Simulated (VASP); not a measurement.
TiH4, 5 atoms in the cell. It takes space group P6/mmm (No. 191, hexagonal). The conventional cell has a = 2.924 Å, b = 2.924 Å, c = 4.083 Å, α = 90.00°, β = 90.00°, γ = 120.00°. Within 2.6 Å of Ti (site symmetry 6/mmm) lie 12 H at 1.97 Å. Within 2.2 Å of H (site symmetry 3m) lie 5 H at 1.69 to 2.05 Å and 3 Ti at 1.97 Å. 

| Property | Result |
| --- | --- |
| Program | VASP 6.6.1 |
| Task | relaxation of cell and atoms |
| Functional | PBE |
| Potentials or basis | VASP PAW PBE potentials, release 64 (Ti_sv, H) |
| Cutoff | 600 eV |
| k mesh | 12 × 12 × 10 |
| Occupations | gaussian, width 0.1 eV |
| Spin | no spin polarisation |
| Dipole correction | no |
| Further INCAR settings | ALGO = Normal; EDIFF = 1e-06; IBRION = 2; EDIFFG = -0.01; NSW = 100; ISIF = 3 |

Potentials or basis: VASP PAW PBE potentials, release 64 (Ti_sv, H).

Run with:

```console
$ cat potpaw_PBE.64/Ti_sv/POTCAR potpaw_PBE.64/H/POTCAR > POTCAR
$ mpirun -np 1 vasp_std > vasp.out
```

Hardware: 1 thread of AMD EPYC 9R45 96-Core Processor (Zen 5) (shared host).

Question: How long does it take, and how much memory?

Answer: Wall time 2.7 min on 1 thread of AMD EPYC 9R45 96-Core Processor (Zen 5) (shared host), peak memory 0.17 GiB. Counts: scf iterations 73, k points 114, ion steps 11.
